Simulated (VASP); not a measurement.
Runs of VASP 6.6.1 on Cd. The structure is that of space group Fm-3m (No. 225), or close to it. The cells are those of the table. This isn't the form of Cd at room conditions, which is hcp.

```tsv
task	cell	gap on the mesh (eV)	pressure (GPa)
single point	a = 2.865 Å, angles 60.0°, 1 atom	none	(a)
relaxation of cell and atoms	relaxed to 20 GPa from a = 3.125 Å, angles 60.0°, 1 atom	none	20.0
relaxation of cell and atoms	relaxed to 10 GPa from a = 3.125 Å, angles 60.0°, 1 atom	none	10.1
single point	a = 2.934 Å, angles 60.0°, 1 atom	none	11.0
relaxation of cell and atoms	relaxed to 30 GPa from a = 3.125 Å, angles 60.0°, 1 atom	none	30.1
single point	a = 2.818 Å, angles 60.0°, 1 atom	none	32.0
single point	a = 3.047 Å, angles 60.0°, 1 atom	none	0.6
relaxation of cell and atoms	relaxed from a = 3.125 Å, angles 60.0°, 1 atom	none	0.0
```

Alike in all rows: level LDA; potentials or basis VASP PAW LDA potentials, release 64 (Cd); no spin polarisation; k mesh 8 × 8 × 8; cutoff (eV) 500; smearing gaussian 0.1 eV.

Q: Fill in the values left out.

A: (a) 21.6.

Caveats: the cell stands under pressure (at least some runs); the cell is relaxed towards a set pressure, so the run minimises the enthalpy, not the energy (at least some runs).

A k mesh can miss the band edges, and the runs leave out spin-orbit coupling on Cd.

A gap of «none» marks levels without a gap at the run's occupations.
